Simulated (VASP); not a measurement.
The system is NaPbI3.

```
Na Pb I
1.0
     6.31705    0.00000    0.00000
     0.00000    6.31705    0.00000
     0.00000    0.00000    6.12754
Na Pb I
1 1 3
Cartesian
  0.0000 0.0000 0.0000
  3.1585 3.1585 3.0638
  3.1585 3.1585 0.0000
  3.1585 0.0000 3.0638
  0.0000 3.1585 3.0638
```

This cell differs from its parent crystal: uniaxial z strain -3.0%.

Base run:

| Item | Value |
| --- | --- |
| Program | VASP 6.6.1 |
| Functional | r2SCAN |
| Potentials or basis | VASP PAW PBE potentials, release 64 (Na_pv, Pb_d, I) |
| Cutoff | 520 eV |
| k mesh | 4 × 4 × 4 |
| Occupations | gaussian, width 0.01 eV |
| Spin | no spin polarisation |

Its results: band gap on the k mesh 1.49 eV, direct; pressure 0.6 GPa.

Q: The run is repeated on the same cell with these changes: functional from r2SCAN to HSE06; k mesh from 4 × 4 × 4 to 2 × 2 × 2. What comes out?

A: Band gap on the k mesh 1.75 eV, direct; pressure 1.7 GPa.

Several settings changed at once, so the effect can't be laid on one alone.

Caveats: some runs use coarse meshes; the PAW data sets were made with another functional, which shifts forces and pressure a little; spin-orbit coupling is left out, which moves the levels of the heavy elements.

A k mesh can miss the band edges.
